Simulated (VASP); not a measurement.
# ScAl3 (Pm-3m) in VASP: settings compared

ScAl3 is run at these levels: PBE, PBEsol, r2SCAN; tasks: single point.

Everything below comes from runs of VASP 6.6.1. Logs are shortened: lines on timing, memory, paths and dates and some standing lists are left out, and cuts for length are marked.

## (1) The cell of the first run

It takes space group Pm-3m (No. 221, cubic). The conventional cell has a = 4.105 Å, b = 4.105 Å, c = 4.105 Å, α = 90.00°, β = 90.00°, γ = 90.00°. Sc (site symmetry m-3m) has 12 Al at 2.90 Å within 3.8 Å. Al (site symmetry 4/mmm) has 4 Sc at 2.90 Å and 8 Al at 2.90 Å within 3.8 Å.

## (2) Single point, PBE

INCAR reads:

```
PREC = Accurate
ENCUT = 520
EDIFF = 1E-6
ISMEAR = 0
SIGMA = 0.1
LREAL = False
LASPH = True
NELM = 100
ALGO = Normal
ISIF = 2
LWAVE = False
LCHARG = False
GGA = PE
NBANDS = 18
```

KPOINTS reads:

```
regular mesh
0
Gamma
  10 10 10
```

POSCAR reads:

```
ScAl3
1.0
    4.1053305968      0.0000000000      0.0000000000
    0.0000000000      4.1053305968      0.0000000000
    0.0000000000      0.0000000000      4.1053305968
Sc Al
1 3
Direct
    0.0000000000      0.0000000000      0.0000000000
    0.5000000000      0.0000000000      0.5000000000
    0.0000000000      0.5000000000      0.5000000000
    0.5000000000      0.5000000000      0.0000000000
```

Potentials or basis: VASP PAW PBE potentials, release 64 (Sc_sv, Al).

Command:

```
cat potpaw_PBE.64/Sc_sv/POTCAR potpaw_PBE.64/Al/POTCAR > POTCAR
mpirun -np 1 vasp_std > vasp.out
```

OUTCAR:

```text
PREC = Accurate
   ENCUT = 520
   EDIFF = 1E-6
   ISMEAR = 0
   LREAL = False
   LASPH = True
   NELM = 100
   ISIF = 2
   GGA = PE

 ion  position               nearest neighbor table
   1  0.000  0.000  0.000-   2 2.90   3 2.90   4 2.90   2 2.90   3 2.90   3 2.90   4 2.90   3 2.90
                             2 2.90   4 2.90   2 2.90   4 2.90
   2  0.500  0.000  0.500-   1 2.90   3 2.90   4 2.90   1 2.90   4 2.90   3 2.90   4 2.90   4 2.90
                             1 2.90   3 2.90   1 2.90   3 2.90
   3  0.000  0.500  0.500-   1 2.90   2 2.90   4 2.90   1 2.90   4 2.90   1 2.90   2 2.90   1 2.90
                             2 2.90   4 2.90   4 2.90   2 2.90
   4  0.500  0.500  0.000-   1 2.90   2 2.90   3 2.90   2 2.90   3 2.90   1 2.90   2 2.90   2 2.90
                             1 2.90   3 2.90   3 2.90   1 2.90

  LATTYP: Found a simple cubic cell.
 ALAT       =     4.1053305968

  Lattice vectors:

 A1 = (   4.1053305968,   0.0000000000,   0.0000000000)
 A2 = (   0.0000000000,   4.1053305968,   0.0000000000)
 A3 = (   0.0000000000,   0.0000000000,   4.1053305968)

Analysis of symmetry for initial positions (statically):
=====================================================================
 Subroutine PRICEL returns:
 Original cell was already a primitive cell.

 Routine SETGRP: Setting up the symmetry group for a
 simple cubic supercell.

 Subroutine GETGRP returns: Found 48 space group operations
 (whereof 48 operations were pure point group operations)
 out of a pool of 48 trial point group operations.

The static configuration has the point symmetry O_h .

Analysis of symmetry for dynamics (positions and initial velocities):
=====================================================================
 Subroutine PRICEL returns:
 Original cell was already a primitive cell.

 Routine SETGRP: Setting up the symmetry group for a
 simple cubic supercell.

 Subroutine GETGRP returns: Found 48 space group operations
 (whereof 48 operations were pure point group operations)
 out of a pool of 48 trial point group operations.

The dynamic configuration has the point symmetry O_h .

 Subroutine INISYM returns: Found 48 space group operations
 (whereof 48 operations are pure point group operations),
 and found     1 'primitive' translations

----------------------------------------------------------------------------------------

                                     Primitive cell

  volume of cell :      69.1902

  direct lattice vectors                    reciprocal lattice vectors
     4.105330597  0.000000000  0.000000000     0.243585742  0.000000000  0.000000000
     0.000000000  4.105330597  0.000000000     0.000000000  0.243585742  0.000000000
     0.000000000  0.000000000  4.105330597     0.000000000  0.000000000  0.243585742

  length of vectors
     4.105330597  4.105330597  4.105330597     0.243585742  0.243585742  0.243585742

  position of ions in fractional coordinates (direct lattice)
     0.000000000  0.000000000  0.000000000
     0.500000000  0.000000000  0.500000000
     0.000000000  0.500000000  0.500000000
     0.500000000  0.500000000  0.000000000

  ion indices of the primitive-cell ions
   primitive index   ion index
                 1           1
                 2           2
                 3           3
                 4           4

----------------------------------------------------------------------------------------

 KPOINTS: regular mesh

Automatic generation of k-mesh.
 Grid dimensions read from file:
 generate k-points for:   10   10   10

 Generating k-lattice:

  Cartesian coordinates                     Fractional coordinates (reciprocal lattice)
     0.024358574  0.000000000  0.000000000     0.100000000  0.000000000  0.000000000
     0.000000000  0.024358574  0.000000000     0.000000000  0.100000000  0.000000000
     0.000000000  0.000000000  0.024358574     0.000000000  0.000000000  0.100000000

  Length of vectors
     0.024358574  0.024358574  0.024358574

  Shift w.r.t. Gamma in fractional coordinates (k-lattice)
     0.000000000  0.000000000  0.000000000

 Subroutine IBZKPT returns following result:
 ===========================================

 Found     56 irreducible k-points:

 Following reciprocal coordinates:
            Coordinates               Weight
  0.000000  0.000000  0.000000      1.000000
  0.100000  0.000000  0.000000      6.000000
  0.200000  0.000000  0.000000      6.000000
  0.300000  0.000000  0.000000      6.000000
  0.400000  0.000000  0.000000      6.000000
  0.500000  0.000000  0.000000      3.000000
[... 16 lines left out ...]
  0.200000  0.100000  0.100000     24.000000
  0.300000  0.100000  0.100000     24.000000
 [... further k-points ...]
   k-points           NKPTS =     56   k-points in BZ     NKDIM =     56   number of bands    NBANDS=     18
   number of dos      NEDOS =    301   number of ions     NIONS =      4
   total plane-waves  NPLWV =  32768
   dimension x,y,z NGX =    32 NGY =   32 NGZ =   32
   dimension x,y,z NGXF=    64 NGYF=   64 NGZF=   64
   ions per type =               1   3
   NGX,Y,Z   is equivalent  to a cutoff of  12.96, 12.96, 12.96 a.u.
   NGXF,Y,Z  is equivalent  to a cutoff of  25.92, 25.92, 25.92 a.u.
 SYSTEM =  unknown system
   PREC   = accura    normal or accurate (medium, high low for compatibility)
   ISTART =      0    job   : 0-new  1-cont  2-samecut
   ICHARG =      2    charge: 1-file 2-atom 10-const
   ISPIN  =      1    spin polarized calculation?
   LNONCOLLINEAR =      F non collinear calculations
   LSORBIT =      F    spin-orbit coupling
   LASPH  =      T    aspherical Exc in radial PAW
   ENCUT  =  520.0 eV  38.22 Ry    6.18 a.u.   7.63  7.63  7.63*2*pi/ulx,y,z
   NELM   =    100;   NELMIN=  2; NELMDL= -5     # of ELM steps
   EDIFF  = 0.1E-05   stopping-criterion for ELM
   LREAL  =      F    real-space projection
   EDIFFG = 0.1E-04   stopping-criterion for IOM
   NSW    =      0    number of steps for IOM
   IBRION =     -1    ionic relax: 0-MD 1-quasi-New 2-CG
   NFREE  =      0    steps in history (QN), initial steepest desc. (CG)
   ISIF   =      2    stress and relaxation
   ISYM   =      2    0-nonsym 1-usesym 2-fastsym
   POTIM  = 0.5000    time-step for ionic-motion
   TEBEG  =    0.0;   TEEND  =   0.0 temperature during run
   PSTRESS=    0.0 pullay stress
   NELECT =      20.0000    total number of electrons
   NUPDOWN=      -1.0000    fix difference up-down
   EMIN   =  10.00;   EMAX   =-10.00  energy-range for DOS
   EFERMI =   0.00;   METHOD = LEGACY
   ISMEAR =     0;   SIGMA  =   0.10  broadening in eV -4-tet -1-fermi 0-gaus
   EFERMI_NEDOS =   21; number of points for ismear=-14 and -15
   IALGO  =     38    algorithm
   IMIX   =      4    mixing-type and parameters
     AMIX     =   0.40;   BMIX     =  1.00
     AMIX_MAG =   1.60;   BMIX_MAG =  1.00
  volume/ion in A,a.u.               =      17.30       116.73
  Fermi-wavevector in a.u.,A,eV,Ry     =   1.082439  2.045513 15.941590  1.171674
  Thomas-Fermi vector in A             =   2.218480
   LORBIT       =      0    0 simple, 1 ext, 2 COOP (PROOUT), +10 PAW based schemes
   GGA     = PE    functional components
   LHFCALC =     F    Hartree Fock is set to
   AEXX    =    0.0000 exact exchange contribution
   IVDW    =     0    specifies the selected vdW correction
   LEPSILON=     F    determine dielectric tensor
   LRPA    =     F    only Hartree local field effects (RPA)
 non-spin polarized calculation
 Gauss-broadening in eV      SIGMA  =   0.10
  energy-cutoff  :      520.00
  volume of cell :       69.19
 maximum number of plane-waves:      1888
 NGX is ok and might be reduce to    32
   NGX = 15   NGY = 15   NGZ = 15

 number of electron      19.9999997 magnetization

 Free energy of the ion-electron system (eV)
  ---------------------------------------------------
  ext. energy  EPLUGINS =         0.00000000
  ---------------------------------------------------
  free energy    TOTEN  =       -19.30064836 eV

  energy without entropy =      -19.29438271  energy(sigma->0) =      -19.29751554

 E-fermi :   7.1744     XC(G=0): -10.3671

 val. band max:        7.1184761257   @ k =   0.5000   0.1000   0.1000
 cond. band min:       7.1918447753   @ k =   0.3000   0.0000   0.0000
 fundamental gap:      0.0733686496
 Fermi energy:         7.1743839935

 k-point     1 :       0.0000    0.0000    0.0000
  band No.  band energies     occupation
      1     -41.8560      2.00000
      2     -20.5546      2.00000
      3     -20.5546      2.00000
      4     -20.5546      2.00000
      5      -2.8062      2.00000
      6       4.5530      2.00000
[... 10 lines left out ...]
     17      12.3949      0.00000
     18      12.3949      0.00000

 k-point     2 :       0.1000    0.0000    0.0000
  band No.  band energies     occupation
      1     -41.8559      2.00000
      2     -20.5575      2.00000
      3     -20.5544      2.00000
      4     -20.5544      2.00000
      5      -2.7149      2.00000
      6       3.7757      2.00000
[... 10 lines left out ...]
     17      12.4657      0.00000
     18      12.4658      0.00000

 k-point     3 :       0.2000    0.0000    0.0000
  band No.  band energies     occupation
      1     -41.8556      2.00000
      2     -20.5651      2.00000
      3     -20.5538      2.00000
      4     -20.5538      2.00000
      5      -2.4438      2.00000
      6       2.6265      2.00000
[... 10 lines left out ...]
     17      12.3273      0.00000
     18      12.3908      0.00000

 k-point     4 :       0.3000    0.0000    0.0000
  band No.  band energies     occupation
      1     -41.8552      2.00000
      2     -20.5745      2.00000
      3     -20.5530      2.00000
      4     -20.5530      2.00000
      5      -2.0027      2.00000
      6       1.4962      2.00000
[... 10 lines left out ...]
     17      11.7829      0.00000
     18      12.9079      0.00000

 k-point     5 :       0.4000    0.0000    0.0000
  band No.  band energies     occupation
      1     -41.8549      2.00000
      2     -20.5821      2.00000
      3     -20.5525      2.00000
      4     -20.5525      2.00000
      5      -1.4209      2.00000
      6       0.4852      2.00000
[... 10 lines left out ...]
     17      11.3127      0.00000
     18      12.3821      0.00000

 k-point     6 :       0.5000    0.0000    0.0000
  band No.  band energies     occupation
      1     -41.8548      2.00000
      2     -20.5850      2.00000
      3     -20.5522      2.00000
      4     -20.5522      2.00000
      5      -0.9545      2.00000
      6      -0.1263      2.00000
[... 10 lines left out ...]
     17      11.1360      0.00000
     18      12.2603      0.00000

 k-point     7 :       0.1000    0.1000    0.0000
  band No.  band energies     occupation
      1     -41.8558      2.00000
      2     -20.5574      2.00000
      3     -20.5571      2.00000
      4     -20.5542      2.00000
      5      -2.6242      2.00000
      6       3.6983      2.00000
[... 10 lines left out ...]
     17      12.5660      0.00000
     18      12.8647      0.00000

 k-point     8 :       0.2000    0.1000    0.0000
  band No.  band energies     occupation
      1     -41.8555      2.00000
      2     -20.5649      2.00000
      3     -20.5566      2.00000
      4     -20.5536      2.00000
      5      -2.3547      2.00000
      6       2.6920      2.00000
[... 10 lines left out ...]
     17      12.3584      0.00000
     18      12.5530      0.00000
[... 229 lines left out ...]
     17      11.4952      0.00000
     18      12.8868      0.00000

 k-point    20 :       0.5000    0.4000    0.0000
  band No.  band energies     occupation
      1     -41.8538      2.00000
      2     -20.5812      2.00000
      3     -20.5781      2.00000
      4     -20.5501      2.00000
      5       0.1425      2.00000
      6       1.1950      2.00000
[... 10 lines left out ...]
     17      11.8320      0.00000
     18      12.6069      0.00000

 k-point    21 :       0.5000    0.5000    0.0000
  band No.  band energies     occupation
      1     -41.8537      2.00000
      2     -20.5808      2.00000
      3     -20.5808      2.00000
      4     -20.5499      2.00000
      5       0.4546      2.00000
      6       1.5426      2.00000
[... 10 lines left out ...]
     17      12.3702      0.00000
     18      12.4698      0.00000

 k-point    22 :       0.1000    0.1000    0.1000
  band No.  band energies     occupation
      1     -41.8557      2.00000
      2     -20.5574      2.00000
      3     -20.5569      2.00000
      4     -20.5569      2.00000
      5      -2.5339      2.00000
      6       3.7603      2.00000
[... 10 lines left out ...]
     17      12.6222      0.00000
     18      12.7022      0.00000

 k-point    23 :       0.2000    0.1000    0.1000
  band No.  band energies     occupation
      1     -41.8554      2.00000
      2     -20.5646      2.00000
      3     -20.5565      2.00000
      4     -20.5562      2.00000
      5      -2.2661      2.00000
      6       2.7562      2.00000
[... 10 lines left out ...]
     17      12.1016      0.00000
     18      12.4819      0.00000

 k-point    24 :       0.3000    0.1000    0.1000
  band No.  band energies     occupation
      1     -41.8550      2.00000
      2     -20.5739      2.00000
      3     -20.5558      2.00000
      4     -20.5554      2.00000
      5      -1.8306      2.00000
      6       1.6480      2.00000
[... 10 lines left out ...]
     17      11.9155      0.00000
     18      12.6809      0.00000

 [... further k-points ...]

------------------------ aborting loop because EDIFF is reached ----------------------------------------

  FORCE on cell =-STRESS in cart. coord.  units (eV):
  Direction    XX          YY          ZZ          XY          YZ          ZX
  --------------------------------------------------------------------------------------
  -------------------------------------------------------------------------------------
  Total        0.0008900      0.0008900      0.0008900      0.0000000      0.0000000     -0.0000000
  in kB        0.0206080      0.0206080      0.0206080      0.0000000      0.0000000     -0.0000000
  external PRESSURE =       0.0206080 kB  Pullay stress =       0.0000000 kB

 VOLUME and BASIS-vectors are now :
 -----------------------------------------------------------------------------
  energy-cutoff  :      520.00
  volume of cell :       69.19
      direct lattice vectors                 reciprocal lattice vectors
     4.105330597  0.000000000  0.000000000     0.243585742  0.000000000  0.000000000
     0.000000000  4.105330597  0.000000000     0.000000000  0.243585742  0.000000000
     0.000000000  0.000000000  4.105330597     0.000000000  0.000000000  0.243585742

 POSITION                                       TOTAL-FORCE (eV/Angst)
 -----------------------------------------------------------------------------------
      0.00000      0.00000      0.00000         0.000000      0.000000      0.000000
      2.05267      0.00000      2.05267         0.000000      0.000000      0.000000
      0.00000      2.05267      2.05267         0.000000      0.000000      0.000000
      2.05267      2.05267      0.00000         0.000000      0.000000      0.000000
 -----------------------------------------------------------------------------------
    total drift:                               -0.000000      0.000000      0.000000

  FREE ENERGIE OF THE ION-ELECTRON SYSTEM (eV)
  ---------------------------------------------------
  free  energy   TOTEN  =       -19.3006483646 eV

  energy  without entropy=      -19.2943827081  energy(sigma->0) =      -19.29751554
```

Run time: 21 s. Hardware: 1 thread of Intel Xeon 6975P-C (Granite Rapids), shared host; peak memory 0.21 GiB.

Results:

```yaml
Free_energy: -19.3006 eV
Pressure: 0.0 GPa
Band_gap_on_the_k_mesh: zero (band 10 reaches 7.95 eV, above the bottom of band 11 at 4.21 eV)
```

(Continued in part 2 of 2.)
